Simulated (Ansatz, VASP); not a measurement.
One calculation of F, two programs

```
F
1.0
    -1.80091    1.80091    1.13110
     1.80091   -1.80091    1.13110
     1.80091    1.80091   -1.13110
F
2
Direct
  0.62500 0.87500 0.75000
  0.37500 0.12500 0.25000
```

Change from the starting cell: volume scaled by 0.65, LAPW.

Alike in both runs: task single point; functional PBE; k mesh 17 × 17 × 17; occupations fermi-dirac, width 0.05 eV; no spin polarisation.

|  | VASP | Ansatz |
| --- | --- | --- |
| version | VASP 6.6.1 | Ansatz 0.2.0 |
| potentials or method | VASP PAW PBE potentials, release 64 (F), cutoff 520 eV | all-electron LAPW, scalar-relativistic |

|  | VASP | Ansatz | Ansatz less VASP |
| --- | --- | --- | --- |
| pressure (GPa) | 55.6 | 56.3 | +0.65 |
| traceless stress, the component that is largest in VASP (GPa) | -0.24 | 0.07 | +0.305 |

Both programs put the cell under a high pressure, so it lies far from rest at this level. Ansatz ran all-electron here, and VASP with PAW potentials.
